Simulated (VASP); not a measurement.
# PbS (P-6m2) in VASP: further runs, part 3 of 3

VASP 6.6.1. Earlier steps stand in the parts before.

**7. Single point, PBE+D3(BJ) (volume scaled by 1.10, then relaxed in part)**

The input, INCAR:

```
PREC = Accurate ; ENCUT = 520
EDIFF = 1E-6 ; ISMEAR = 0
SIGMA = 0.1 ; LREAL = F
LASPH = T ; NELM = 80
ALGO = Normal ; ISIF = 2
LWAVE = F ; LCHARG = F
GGA = PE ; IVDW = 12
NBANDS = 17
```

The input, KPOINTS:

```
regular mesh
0
Gamma
  12 12 12
```

The input, POSCAR:

```
PbS
1.0
    4.1727478430      0.0000000000      0.0000000000
   -2.0863739215      3.6137056356      0.0000000000
    0.0000000000      0.0000000000      3.8278813761
Pb S
1 1
Direct
    0.0000000000      0.0000000000      0.0000000000
    0.6666666667      0.3333333333      0.5000000000
```

Potentials or basis: VASP PAW PBE potentials, release 64 (Pb_d, S).

Run with:

```sh
$ cat potpaw_PBE.64/Pb_d/POTCAR potpaw_PBE.64/S/POTCAR > POTCAR
$ mpirun -np 1 vasp_std > vasp.out
```

OUTCAR:

```text
PREC = Accurate
   ENCUT = 520
   EDIFF = 1E-6
   ISMEAR = 0
   LREAL = F
   LASPH = T
   NELM = 80
   ISIF = 2
   GGA = PE
   IVDW = 12
 IVDW          = 12

 ion  position               nearest neighbor table
   1  0.000  0.000  0.000-   2 3.08   2 3.08   2 3.08   2 3.08   2 3.08   2 3.08
   2  0.667  0.333  0.500-   1 3.08   1 3.08   1 3.08   1 3.08   1 3.08   1 3.08

  LATTYP: Found a hexagonal cell.
 ALAT       =     4.1727478430
 C/A-ratio  =     0.9173526703

  Lattice vectors:

 A1 = (   4.1727478430,   0.0000000000,   0.0000000000)
 A2 = (  -2.0863739215,   3.6137056356,   0.0000000000)
 A3 = (   0.0000000000,   0.0000000000,   3.8278813761)

Analysis of symmetry for initial positions (statically):
=====================================================================
 Subroutine PRICEL returns:
 Original cell was already a primitive cell.

 Routine SETGRP: Setting up the symmetry group for a
 hexagonal supercell.

 Subroutine GETGRP returns: Found 12 space group operations
 (whereof 12 operations were pure point group operations)
 out of a pool of 24 trial point group operations.

The static configuration has the point symmetry D_3h.

Analysis of symmetry for dynamics (positions and initial velocities):
=====================================================================
 Subroutine PRICEL returns:
 Original cell was already a primitive cell.

 Routine SETGRP: Setting up the symmetry group for a
 hexagonal supercell.

 Subroutine GETGRP returns: Found 12 space group operations
 (whereof 12 operations were pure point group operations)
 out of a pool of 24 trial point group operations.

The dynamic configuration has the point symmetry D_3h.

 Subroutine INISYM returns: Found 12 space group operations
 (whereof 12 operations are pure point group operations),
 and found     1 'primitive' translations

----------------------------------------------------------------------------------------

                                     Primitive cell

  volume of cell :      57.7209

  direct lattice vectors                    reciprocal lattice vectors
     4.172747843  0.000000000  0.000000000     0.239650235  0.138362128  0.000000000
    -2.086373921  3.613705636  0.000000000     0.000000000  0.276724255  0.000000000
     0.000000000  0.000000000  3.827881376     0.000000000  0.000000000  0.261241115

  length of vectors
     4.172747843  4.172747843  3.827881376     0.276724255  0.276724255  0.261241115

  position of ions in fractional coordinates (direct lattice)
     0.000000000  0.000000000  0.000000000
     0.666666667  0.333333333  0.500000000

  ion indices of the primitive-cell ions
   primitive index   ion index
                 1           1
                 2           2

----------------------------------------------------------------------------------------

 KPOINTS: regular mesh

Automatic generation of k-mesh.
 Grid dimensions read from file:
 generate k-points for:   12   12   12

 Generating k-lattice:

  Cartesian coordinates                     Fractional coordinates (reciprocal lattice)
     0.019970853  0.011530177  0.000000000     0.083333333  0.000000000  0.000000000
     0.000000000  0.023060355  0.000000000     0.000000000  0.083333333  0.000000000
     0.000000000  0.000000000  0.021770093     0.000000000  0.000000000  0.083333333

  Length of vectors
     0.023060355  0.023060355  0.021770093

  Shift w.r.t. Gamma in fractional coordinates (k-lattice)
     0.000000000  0.000000000  0.000000000

 Subroutine IBZKPT returns following result:
 ===========================================

 Found    133 irreducible k-points:

 Following reciprocal coordinates:
            Coordinates               Weight
  0.000000  0.000000  0.000000      1.000000
  0.083333 -0.000000  0.000000      6.000000
  0.166667  0.000000  0.000000      6.000000
  0.250000 -0.000000  0.000000      6.000000
  0.333333  0.000000  0.000000      6.000000
  0.416667 -0.000000  0.000000      6.000000
[... 16 lines left out ...]
  0.250000 -0.000000  0.083333     12.000000
  0.333333  0.000000  0.083333     12.000000
 [... further k-points ...]
   k-points           NKPTS =    133   k-points in BZ     NKDIM =    133   number of bands    NBANDS=     17
   number of dos      NEDOS =    301   number of ions     NIONS =      2
   total plane-waves  NPLWV =  28672
   dimension x,y,z NGX =    32 NGY =   32 NGZ =   28
   dimension x,y,z NGXF=    64 NGYF=   64 NGZF=   56
   ions per type =               1   1
   NGX,Y,Z   is equivalent  to a cutoff of  12.75, 12.75, 12.16 a.u.
   NGXF,Y,Z  is equivalent  to a cutoff of  25.50, 25.50, 24.32 a.u.
 SYSTEM =  unknown system
   PREC   = accura    normal or accurate (medium, high low for compatibility)
   ISTART =      0    job   : 0-new  1-cont  2-samecut
   ICHARG =      2    charge: 1-file 2-atom 10-const
   ISPIN  =      1    spin polarized calculation?
   LNONCOLLINEAR =      F non collinear calculations
   LSORBIT =      F    spin-orbit coupling
   LASPH  =      T    aspherical Exc in radial PAW
   ENCUT  =  520.0 eV  38.22 Ry    6.18 a.u.   7.76  7.76  7.12*2*pi/ulx,y,z
   NELM   =     80;   NELMIN=  2; NELMDL= -5     # of ELM steps
   EDIFF  = 0.1E-05   stopping-criterion for ELM
   LREAL  =      F    real-space projection
   EDIFFG = 0.1E-04   stopping-criterion for IOM
   NSW    =      0    number of steps for IOM
   IBRION =     -1    ionic relax: 0-MD 1-quasi-New 2-CG
   NFREE  =      0    steps in history (QN), initial steepest desc. (CG)
   ISIF   =      2    stress and relaxation
   ISYM   =      2    0-nonsym 1-usesym 2-fastsym
   POTIM  = 0.5000    time-step for ionic-motion
   TEBEG  =    0.0;   TEEND  =   0.0 temperature during run
   PSTRESS=    0.0 pullay stress
   NELECT =      20.0000    total number of electrons
   NUPDOWN=      -1.0000    fix difference up-down
   EMIN   =  10.00;   EMAX   =-10.00  energy-range for DOS
   EFERMI =   0.00;   METHOD = LEGACY
   ISMEAR =     0;   SIGMA  =   0.10  broadening in eV -4-tet -1-fermi 0-gaus
   EFERMI_NEDOS =   21; number of points for ismear=-14 and -15
   IALGO  =     38    algorithm
   IMIX   =      4    mixing-type and parameters
     AMIX     =   0.40;   BMIX     =  1.00
     AMIX_MAG =   1.60;   BMIX_MAG =  1.00
  volume/ion in A,a.u.               =      28.86       194.76
  Fermi-wavevector in a.u.,A,eV,Ry     =   1.149848  2.172897 17.988943  1.322150
  Thomas-Fermi vector in A             =   2.286515
   LORBIT       =      0    0 simple, 1 ext, 2 COOP (PROOUT), +10 PAW based schemes
   GGA     = PE    functional components
   LHFCALC =     F    Hartree Fock is set to
   AEXX    =    0.0000 exact exchange contribution
   IVDW    =    12    specifies the selected vdW correction
   LEPSILON=     F    determine dielectric tensor
   LRPA    =     F    only Hartree local field effects (RPA)
 non-spin polarized calculation
 Gauss-broadening in eV      SIGMA  =   0.10
  energy-cutoff  :      520.00
  volume of cell :       57.72
 maximum number of plane-waves:      1581
 NGX is ok and might be reduce to    32
   NGX = 15   NGY = 15   NGZ = 15

 number of electron      20.0000000 magnetization

 Free energy of the ion-electron system (eV)
  ---------------------------------------------------
  ext. energy  EPLUGINS =         0.00000000
  ---------------------------------------------------
  free energy    TOTEN  =        -8.50363129 eV

  energy without entropy =       -8.50341297  energy(sigma->0) =       -8.50352213

 E-fermi :   4.5976     XC(G=0):  -9.2012

 val. band max:        4.5320552401   @ k =   0.0000   0.0000   0.5000
 cond. band min:       4.6863075504   @ k =   0.3333   0.3333   0.0000
 fundamental gap:      0.1542523102
 Fermi energy:         4.5976009520

 k-point     1 :       0.0000    0.0000    0.0000
  band No.  band energies     occupation
      1     -12.2481      2.00000
      2     -12.2329      2.00000
      3     -12.2329      2.00000
      4     -12.1423      2.00000
      5     -12.1423      2.00000
      6      -8.1721      2.00000
[... 9 lines left out ...]
     16      15.4863      0.00000
     17      15.4864      0.00000
[... 441 lines left out ...]
 k-point    24 :       0.3333    0.0000    0.0833
  band No.  band energies     occupation
      1     -12.2522      2.00000
      2     -12.2170      2.00000
      3     -12.1947      2.00000
      4     -12.1655      2.00000
      5     -12.1492      2.00000
      6      -7.4721      2.00000
[... 9 lines left out ...]
     16      14.7814      0.00000
     17      15.2036      0.00000

 [... further k-points ...]

------------------------ aborting loop because EDIFF is reached ----------------------------------------

 Edisp (eV)   -0.62629

 E8    (eV) :    -0.2824

  FORCE on cell =-STRESS in cart. coord.  units (eV):
  Direction    XX          YY          ZZ          XY          YZ          ZX
  --------------------------------------------------------------------------------------
  -------------------------------------------------------------------------------------
  Total      -1.38384    -1.38384    -1.36216     0.00000     0.00000    -0.00000
  in kB     -38.41174   -38.41174   -37.80994     0.00000     0.00000    -0.00000
  external pressure =      -38.21 kB  Pullay stress =        0.00 kB

 VOLUME and BASIS-vectors are now :
 -----------------------------------------------------------------------------
  energy-cutoff  :      520.00
  volume of cell :       57.72
      direct lattice vectors                 reciprocal lattice vectors
     4.172747843  0.000000000  0.000000000     0.239650235  0.138362128  0.000000000
    -2.086373921  3.613705636  0.000000000     0.000000000  0.276724255  0.000000000
     0.000000000  0.000000000  3.827881376     0.000000000  0.000000000  0.261241115

 POSITION                                       TOTAL-FORCE (eV/Angst)
 -----------------------------------------------------------------------------------
      0.00000      0.00000      0.00000         0.000000     -0.000000      0.000000
      2.08637      1.20457      1.91394        -0.000000      0.000000      0.000000
 -----------------------------------------------------------------------------------
    total drift:                               -0.000000      0.000000      0.000000

  FREE ENERGIE OF THE ION-ELECTRON SYSTEM (eV)
  ---------------------------------------------------
  free  energy   TOTEN  =        -9.1299172499 eV

  energy  without entropy=       -9.1296989358  energy(sigma->0) =       -9.12980809
```

Wall time 66 s (1 thread of AMD EPYC 9R14 (Zen 4), shared host); peak memory 0.24 GiB.

Results:

| Quantity | Value |
| --- | --- |
| Free energy | -9.1299 eV |
| Pressure | -3.8 GPa |
| Band gap on the k mesh | zero (band 10 reaches 4.69 eV, above the bottom of band 11 at 4.51 eV) |
| Dispersion energy per atom | -0.313 eV |

Caveat: spin-orbit coupling is left out, which moves the levels of the heavy elements; pairwise dispersion overbinds metals, which lowers pressure and volume.

**8. Summary**

| cell | gap on the mesh (eV) | pressure (GPa) |
| --- | --- | --- |
| a = 3.955, b = 3.955, c = 3.758 Å, angles 90.0, 90.0, 120.0°, 2 atoms | none | 1.5 |
| a = 4.009, b = 4.009, c = 3.770 Å, angles 90.0, 90.0, 120.0°, 2 atoms | none | -0.1 |
| a = 4.060, b = 4.060, c = 3.785 Å, angles 90.0, 90.0, 120.0°, 2 atoms | none | -1.5 |
| a = 4.112, b = 4.112, c = 3.798 Å, angles 90.0, 90.0, 120.0°, 2 atoms | none | -2.6 |
| a = 4.173, b = 4.173, c = 3.828 Å, angles 90.0, 90.0, 120.0°, 2 atoms | none | -3.8 |

Alike in all rows: task single point; level PBE+D3(BJ); potentials or basis VASP PAW PBE potentials, release 64 (Pb_d, S); no spin polarisation; k mesh 12 × 12 × 12; cutoff (eV) 520; smearing gaussian 0.1 eV.

Caveats: spin-orbit coupling is left out, which moves the levels of the heavy elements; pairwise dispersion overbinds metals, which lowers pressure and volume.

Total energies depend on the potentials used, so only differences within one code and one set of settings carry meaning.
